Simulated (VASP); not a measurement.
# B3Sb2P (P4/mmm) in VASP: further runs, part 2 of 2

VASP 6.6.1.

### Step 4. Relaxation of cell and atoms, PBE

This run uses another cell than the first one, of 21.83 Å³/atom, 1.180 times its volume.

Contents of INCAR:

```
SYSTEM = B3Sb2P
  PREC = Accurate
  ENCUT = 600
  EDIFF = 1E-6
  ISMEAR = 0
  SIGMA = 0.1
  LREAL = .False.
  LASPH = .True.
  NELM = 80
  ALGO = Normal
  ISIF = 3
  LWAVE = .False.
  LCHARG = .False.
  GGA = PE
  IBRION = 2
  NSW = 100
  EDIFFG = -0.01
```

Contents of KPOINTS:

```
Automatic mesh
0
Gamma
  8 8 8
  0 0 0
```

Contents of POSCAR:

```
B3Sb2P
1.0
    5.2925599913      0.0000000000      0.0000000000
    0.0000000000      5.2925599913      0.0000000000
    0.0000000000      0.0000000000      4.6750786089
B Sb P
3 2 1
Direct
    0.5000000000      0.5000000000      0.0000000000
    0.5000000000      0.5000000000      0.6658412303
    0.5000000000      0.5000000000      0.3341587697
    0.0000000000      0.5000000000      0.5000000000
    0.5000000000      0.0000000000      0.5000000000
    0.0000000000      0.0000000000      0.5000000000
```

Potentials or basis: VASP PAW PBE potentials, release 64 (B, Sb, P).

The run is started by

```
> cat potpaw_PBE.64/B/POTCAR potpaw_PBE.64/Sb/POTCAR potpaw_PBE.64/P/POTCAR > POTCAR
> mpirun -np 1 vasp_std > vasp.out
```

OUTCAR:

```text
SYSTEM = B3Sb2P
   PREC = Accurate
   ENCUT = 600
   EDIFF = 1E-6
   ISMEAR = 0
   LREAL = .False.
   LASPH = .True.
   NELM = 80
   ISIF = 3
   GGA = PE
   IBRION = 2
   NSW = 100
   EDIFFG = -0.01

 ion  position               nearest neighbor table
   1  0.500  0.500  0.000-   2 1.56   3 1.56
   2  0.500  0.500  0.666-   3 1.55   1 1.56   4 2.76   5 2.76   5 2.76   4 2.76
   3  0.500  0.500  0.334-   2 1.55   1 1.56   4 2.76   5 2.76   5 2.76   4 2.76
   4  0.000  0.500  0.500-   6 2.65   6 2.65   2 2.76   3 2.76   2 2.76   3 2.76   5 3.74   5 3.74
                             5 3.74   5 3.74
   5  0.500  0.000  0.500-   6 2.65   6 2.65   2 2.76   2 2.76   3 2.76   3 2.76   4 3.74   4 3.74
                             4 3.74   4 3.74
   6  0.000  0.000  0.500-   4 2.65   5 2.65   4 2.65   5 2.65

  LATTYP: Found a simple tetragonal cell.
 ALAT       =     5.2925599913
 C/A-ratio  =     0.8833303008

  Lattice vectors:

 A1 = (   5.2925599913,   0.0000000000,   0.0000000000)
 A2 = (   0.0000000000,   5.2925599913,   0.0000000000)
 A3 = (   0.0000000000,   0.0000000000,   4.6750786089)
[... 185 lines left out ...]

------------------------ aborting loop because EDIFF is reached ----------------------------------------

  FORCE on cell =-STRESS in cart. coord.  units (eV):
  Direction    XX          YY          ZZ          XY          YZ          ZX
  --------------------------------------------------------------------------------------
  -------------------------------------------------------------------------------------
  Total       -1.1844602     -1.1844602      0.6063141      0.0000000     -0.0000000      0.0000000
  in kB      -14.4914067    -14.4914067      7.4180154      0.0000000     -0.0000000      0.0000000
  external PRESSURE =      -7.1882660 kB  Pullay stress =       0.0000000 kB
[... 267 lines left out ...]
--------------------------------------- Ionic step        8  -------------------------------------------

 number of electron      23.9999999 magnetization

 Free energy of the ion-electron system (eV)
  ---------------------------------------------------
  ext. energy  EPLUGINS =         0.00000000
  ---------------------------------------------------
  free energy    TOTEN  =       -29.33150804 eV

  energy without entropy =      -29.31802229  energy(sigma->0) =      -29.32476516

 E-fermi :   4.1531     XC(G=0):  -8.8681

 val. band max:        4.1526442688   @ k =   0.3750   0.3750   0.0000
 cond. band min:       4.1679387276   @ k =   0.5000   0.2500   0.0000
 fundamental gap:      0.0152944587
 Fermi energy:         4.1531140951

 k-point     1 :       0.0000    0.0000    0.0000
  band No.  band energies     occupation
      1      -8.7496      2.00000
      2      -5.2029      2.00000
      3      -4.1442      2.00000
      4      -2.0702      2.00000
      5      -1.8507      2.00000
      6      -1.8178      2.00000
[... 433 lines left out ...]
      3      -4.0113      2.00000
      4      -3.8203      2.00000
      5      -2.5069      2.00000
      6      -0.9531      2.00000
[... 8 lines left out ...]
     15       6.0475      0.00000
     16       6.7571      0.00000

 [... further k-points ...]
[... 5 lines left out ...]
  --------------------------------------------------------------------------------------
  -------------------------------------------------------------------------------------
  Total       -0.0236039     -0.0236039     -0.0097932      0.0000000      0.0000000      0.0000000
  in kB       -0.2934921     -0.2934921     -0.1217698      0.0000000      0.0000000      0.0000000
  external PRESSURE =      -0.2362514 kB  Pullay stress =       0.0000000 kB
[... 21 lines left out ...]
  FREE ENERGIE OF THE ION-ELECTRON SYSTEM (eV)
  ---------------------------------------------------
  free  energy   TOTEN  =       -29.3315080352 eV

  energy  without entropy=      -29.3180222919  energy(sigma->0) =      -29.32476516

 reached required accuracy - stopping structural energy minimisation
```

CONTCAR:

```text
B3Sb2P
   1.00000000000000
     5.2389783883522538   -0.0000000000000000   -0.0000000000000000
    -0.0000000000000000    5.2389783883522538   -0.0000000000000000
    -0.0000000000000000    0.0000000000000000    4.6946604935199145
  B               Sb              P
     3     2     1
Direct
     0.5000000000000000    0.5000000000000000    0.0000000000000000
     0.5000000000000000    0.5000000000000000    0.6676233132139160
     0.5000000000000000    0.5000000000000000    0.3323766867860840
     0.0000000000000000    0.5000000000000000    0.5000000000000000
     0.5000000000000000    0.0000000000000000    0.5000000000000000
     0.0000000000000000    0.0000000000000000    0.5000000000000000

  0.00000000E+00  0.00000000E+00  0.00000000E+00
  0.00000000E+00  0.00000000E+00  0.00000000E+00
  0.00000000E+00  0.00000000E+00  0.00000000E+00
  0.00000000E+00  0.00000000E+00  0.00000000E+00
  0.00000000E+00  0.00000000E+00  0.00000000E+00
  0.00000000E+00  0.00000000E+00  0.00000000E+00
```

It took 6.4 min on 1 thread of Intel Xeon Platinum 8559C (Emerald Rapids), shared host; peak memory 0.41 GiB.

Results:

| Quantity | Value |
| --- | --- |
| Free energy | -29.3315 eV |
| Relaxed volume | 21.48 Å³/atom |
| Relaxed cell | a = 5.239 Å, b = 5.239 Å, c = 4.695 Å, α = 90.00°, β = 90.00°, γ = 90.00° |
| Space group after relaxing (to 0.05 Å) | P4/mmm (No. 123) |
| Energy gained by relaxing | 3.0 meV/atom |
| Ionic steps | 8 |
| Pressure after relaxing | 0.0 GPa |
| Largest force after relaxing | 0.009 eV/Å |
| Band gap on the k mesh | zero (band 12 reaches 4.98 eV, above the bottom of band 13 at 3.20 eV) |

Forces in eV/Å, atoms in the order of the input:
```
B    0.000  0.000  0.000
B    0.000  0.000  0.009
B    0.000  0.000 -0.009
Sb   0.000  0.000  0.000
Sb   0.000  0.000  0.000
P    0.000  0.000  0.000
```

The path:
```
step  energy change (eV)  largest force (eV/Å)  pressure (GPa)  volume (Å³)
   1              0.0000                0.5600           -0.72       130.95
   2              0.0062                1.2870           -0.12       129.10
   3             -0.0121                0.3053           -0.50       130.14
   4             -0.0172                0.1041            0.10       128.43
   5             -0.0182                0.0113           -0.08       128.92
   6             -0.0182                0.0177           -0.08       128.95
   7             -0.0183                0.0230            0.01       128.81
   8             -0.0183                0.0093           -0.02       128.85
```

Final structure:
```
B Sb P
1.0
     5.23898    0.00000    0.00000
     0.00000    5.23898    0.00000
     0.00000    0.00000    4.69466
B Sb P
3 2 1
Cartesian
  2.6195 2.6195 0.0000
  2.6195 2.6195 3.1343
  2.6195 2.6195 1.5604
  0.0000 2.6195 2.3473
  2.6195 0.0000 2.3473
  0.0000 0.0000 2.3473
```

Caveat: spin-orbit coupling is left out, which moves the levels of the heavy elements.

### Step 5. The runs side by side

```csv
task,cell,k mesh,cutoff (eV),gap on the mesh (eV),pressure (GPa),relaxed volume (Å³/atom),largest force (eV/Å)
relaxation of cell and atoms,"relaxed from a = 5.140, b = 5.140, c = 4.202 Å, 6 atoms",4 × 4 × 4,600,none,0.0,21.84,0.04
single point,"a = 5.242, b = 5.242, c = 4.695 Å, 6 atoms",8 × 8 × 8,520,none,-0.1,-,0.01
relaxation of cell and atoms,"relaxed from a = 5.293, b = 5.293, c = 4.675 Å, 6 atoms",8 × 8 × 8,600,none,0.0,21.48,0.01
```

Alike in all rows: level PBE; potentials or basis VASP PAW PBE potentials, release 64 (B, Sb, P); no spin polarisation; smearing gaussian 0.1 eV.

Caveats: some runs use coarse meshes; spin-orbit coupling is left out, which moves the levels of the heavy elements; the volume moved by over 15 % at a fixed basis, so the end points are rough (some runs).

Absolute energies hang on the potentials; compare differences alone.
